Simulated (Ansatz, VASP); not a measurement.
## One calculation of Sb, two programs

File POSCAR:

```
Sb
1.0
   -1.8713408863      1.8713408863      1.8713408863
    1.8713408863     -1.8713408863      1.8713408863
    1.8713408863      1.8713408863     -1.8713408863
Sb
1
Direct
    0.0000000000      0.0000000000      0.0000000000
```

Contents of INCAR.step1:

```
SYSTEM = Sb
ALGO = Normal
EDIFF = 1E-5
EDIFFG = -0.005
ENCUT = 500
GGA = PE
GGA_COMPAT = .False.
IBRION = 2
ISIF = 3
ISMEAR = -1
LASPH = .True.
LCHARG = .False.
LREAL = .False.
LWAVE = .True.
NBANDS = 14
NELM = 120
NELMIN = 4
NSW = 100
PREC = Accurate
SIGMA = 0.05
```

Contents of INCAR.step2:

```
SYSTEM = Sb
AEXX = 0.25
ALGO = Normal
EDIFF = 1E-7
EDIFFG = -0.01
ENCUT = 500
GGA = PE
GGA_COMPAT = .False.
IBRION = 2
ISIF = 3
ISMEAR = -1
ISTART = 1
LASPH = .True.
LCHARG = .False.
LHFCALC = .True.
LREAL = .False.
LWAVE = .False.
NELM = 120
NELMIN = 4
NSW = 60
PREC = Accurate
PRECFOCK = Normal
SIGMA = 0.05
```

KPOINTS

```
k-points
0
Gamma
  5 5 5
  0 0 0
```

File input:

```
crystal:
  lattice:
    - [-1.8713408863, 1.8713408863, 1.8713408863]
    - [1.8713408863, -1.8713408863, 1.8713408863]
    - [1.8713408863, 1.8713408863, -1.8713408863]
  atoms:
    - { symbol: Sb, position: [0.0, 0.0, 0.0] }
hamiltonian:
  xc: pbe0
  pseudopotentials: { kind: paw }
kpoints:
  mp_grid: { grid: [5, 5, 5] }
scf:
  occupations: { method: fermi_dirac, width: 0.05 }
output:
  forces: true
  stress: true
  eigenvalues: true
relax:
  f_tol: 0.01
  max_steps: 40
  cell: { stress_tol: 0.05 }
```

Alike in both runs: task relaxation of cell and atoms; functional PBE0; k mesh 5 × 5 × 5; occupations fermi-dirac, width 0.05 eV; no spin polarisation.

```csv
,VASP,Ansatz
version,VASP 6.6.1,Ansatz 0.2.0
potentials or method,"VASP PAW PBE potentials, release 64 (Sb_d_GW)",Ansatz PAW
plane-wave cutoff (eV),500,420
valence electrons in the cell,15,15
```

Ansatz gave:

```
gap on the k mesh at the Fermi level, each at its own relaxed structure (eV)  : none
relaxed volume (Å³/atom)                                                      : 25.50
relaxed length of the cell vector where the two differ most in proportion (Å) : 3.212
```

Which values does VASP return?

gap on the k mesh at the Fermi level, each at its own relaxed structure (eV): none; relaxed volume (Å³/atom): 25.44; relaxed length of the cell vector where the two differ most in proportion (Å): 3.209.

A gap of «none» marks a metal or a gap that the smearing closes.

The k mesh is coarse, so the values compare programs but aren't converged. Neither program's run includes spin-orbit coupling. Noted on Ansatz's run: the plane-wave basis is chosen anew once the cell has moved, so the energies of steps on either side of that aren't comparable.
